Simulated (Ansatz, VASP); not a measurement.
## TaC5 in VASP and in Ansatz

```xyz
6
Lattice="2.2857 -4.1232 0.0000 2.2857 4.1232 0.0000 0.0000 0.0000 3.2616" Properties=species:S:1:pos:R:3 pbc="T T T"
Ta    2.2857    0.0000    0.0000
C     2.2857   -2.7429    0.0000
C     2.2857    2.7429    0.0000
C     1.1429    2.0616    0.4907
C     1.1429   -2.0616    2.7709
C     0.0000    0.0000    0.0000
```

Alike in both runs: functional PBE; k mesh 10 × 10 × 12; occupations gaussian, width 0.1 eV; no spin polarisation.

Ansatz relaxed the structure, and its values are those at the end. VASP's run is a single point on that final structure, the one shown.

|  | VASP | Ansatz |
| --- | --- | --- |
| version | VASP 6.6.1 | Ansatz 0.2.0 |
| potentials or method | VASP PAW PBE potentials, release 64 (Ta_pv, C), cutoff 520 eV | scalar-relativistic, plane waves, PAW |
| valence electrons in the cell | 31 | 33 |

```csv
,VASP,Ansatz,Ansatz less VASP
gap on the k mesh at the Fermi level (eV),none,none,-
pressure (GPa),0.4,0.0,-0.38
rms of the force components (eV/Å),0.006,0.000,-0.0060
```

A gap of «none» marks a metal or a gap that the smearing closes. VASP's potentials hold 31 valence electrons a cell and Ansatz's 33, so a difference there can come from the potentials and not from the codes.

Neither program's run includes spin-orbit coupling.
